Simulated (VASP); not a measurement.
ClO, 2 atoms in the cell. Symmetry: Pm-3m, No. 221, cubic system. Conventional cell: a = 2.867 Å, b = 2.867 Å, c = 2.867 Å, α = 90.00°, β = 90.00°, γ = 90.00°. Within 3.3 Å of Cl (site symmetry m-3m) lie 8 O at 2.48 Å and 6 Cl at 2.87 Å. Within 3.3 Å of O (site symmetry m-3m) lie 8 Cl at 2.48 Å and 6 O at 2.87 Å. 

| Quantity | Value |
| --- | --- |
| Program | VASP 6.6.1 |
| Task | single point |
| Functional | PBEsol |
| Potentials or basis | VASP PAW PBE potentials, release 64 (Cl, O) |
| Cutoff | 520 eV |
| k mesh | 9 × 9 × 9 |
| Occupations | gaussian, width 0.1 eV |
| Spin | no spin polarisation |
| Dipole correction | no |
| Further INCAR settings | ALGO = Normal; EDIFF = 1e-06; NBANDS = 14 |

Potentials or basis: VASP PAW PBE potentials, release 64 (Cl, O).

Command:

```sh
$ cat potpaw_PBE.64/Cl/POTCAR potpaw_PBE.64/O/POTCAR > POTCAR
$ mpirun -np 1 vasp_std > vasp.out
```

Hardware: 1 thread of Intel(R) Xeon(R) Platinum 8259CL CPU @ 2.50GHz (Skylake/Cascade Lake), with other jobs on the host.

**Question.** Estimate the wall time of this run.

**Answer.** It took 7.7 s on 1 thread of Intel(R) Xeon(R) Platinum 8259CL CPU @ 2.50GHz (Skylake/Cascade Lake), with other jobs on the host, peak memory 0.13 GiB. Counts: scf iterations 16, k points 35.
